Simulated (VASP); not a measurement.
Write the native input for VASP 6.6.1 that does the following.

```yaml
Task: single point
Functional: PBEsol
Potentials_or_basis: VASP PAW PBE potentials, release 64 (Be, S)
Cutoff: 600 eV
k_mesh: 8 × 8 × 8
Occupations: gaussian, width 0.02 eV
Spin: no spin polarisation
Dipole_correction: no
Further_INCAR_settings: ALGO = Normal; EDIFF = 1e-06; NBANDS = 11
```

The structure of BeS lies in POSCAR:

```
BeS
1.0
    0.0000000000      2.5000537500      2.5000537500
    2.5000537500      0.0000000000      2.5000537500
    2.5000537500      2.5000537500      0.0000000000
Be S
1 1
Direct
    0.0000000000      0.0000000000      0.0000000000
    0.7500000000      0.7500000000      0.7500000000
```

This cell differs from its parent crystal: strained.

These files were run (other wordings do the same):

INCAR

```
SYSTEM = BeS
PREC = Accurate ; ENCUT = 600
EDIFF = 1E-6 ; ISMEAR = 0
SIGMA = 0.02 ; LREAL = .False.
LASPH = .True. ; NELM = 120
ALGO = Normal ; ISIF = 2
LWAVE = .False. ; LCHARG = .False.
GGA = PS ; NBANDS = 11
GGA_COMPAT = .False.
```

KPOINTS

```
Automatic mesh
0
Gamma
  8 8 8
  0 0 0
```

Potentials or basis: VASP PAW PBE potentials, release 64 (Be, S).

Command:

```console
$ cat potpaw_PBE.64/Be/POTCAR potpaw_PBE.64/S/POTCAR > POTCAR
$ mpirun -np 1 vasp_std > vasp.out
```

Results of the run:

```json
{
  "Pressure": "-7.8 GPa",
  "Band gap on the k mesh": "3.11 eV (least direct gap 4.97 eV)"
}
```

Caveat: the cell differs from its parent crystal (strained); the cell stands under tension; the PAW data sets were made with another functional, which shifts forces and pressure a little.

Run time: 23 s on 1 thread of Intel Xeon 8259CL (shared host), peak memory 0.15 GiB.
